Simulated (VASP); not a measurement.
## LiH: single point with PBE

LiH:

```
CELL_PARAMETERS angstrom
3.22033 0.00000 0.00000
-1.61017 2.78889 0.00000
0.00000 0.00000 4.03128
ATOMIC_POSITIONS crystal
Li 0.33333 0.66667 0.25000
Li 0.66667 0.33333 0.75000
H 0.66667 0.33333 0.25000
H 0.33333 0.66667 0.75000
```

| Quantity | Value |
| --- | --- |
| Program | VASP 6.6.1 |
| Task | single point |
| Functional | PBE |
| Potentials or basis | VASP PAW PBE potentials, release 64 (Li_sv, H) |
| Cutoff | 520 eV |
| k mesh | 9 × 9 × 6 |
| Occupations | gaussian, width 0.01 eV |
| Spin | no spin polarisation |
| Dipole correction | no |
| Further INCAR settings | ALGO = Normal; EDIFF = 1e-06; NBANDS = 12 |

```yaml
Band_gap_on_the_k_mesh: 1.78 eV (least direct gap 3.04 eV)
```

Levels at points of the mesh, in eV from the valence-band top:
| k point | band 1 | band 2 | band 3 | band 4 | band 5 | band 6 | band 7 | band 8 |
| --- | --- | --- | --- | --- | --- | --- | --- | --- |
| (0.00, 0.00, 0.00) | -44.60 | -44.53 | -5.34 | 0.00 | 3.04 | 10.86 | 10.86 | 11.59 |
| (0.00, 0.00, 0.50) | -44.56 | -44.56 | -3.82 | -3.82 | 9.73 | 9.73 | 12.92 | 12.92 |

Wall time 22 s on 1 thread of Intel Xeon 8259CL, on a shared host, peak memory 0.14 GiB.

 A k mesh can miss the band edges.
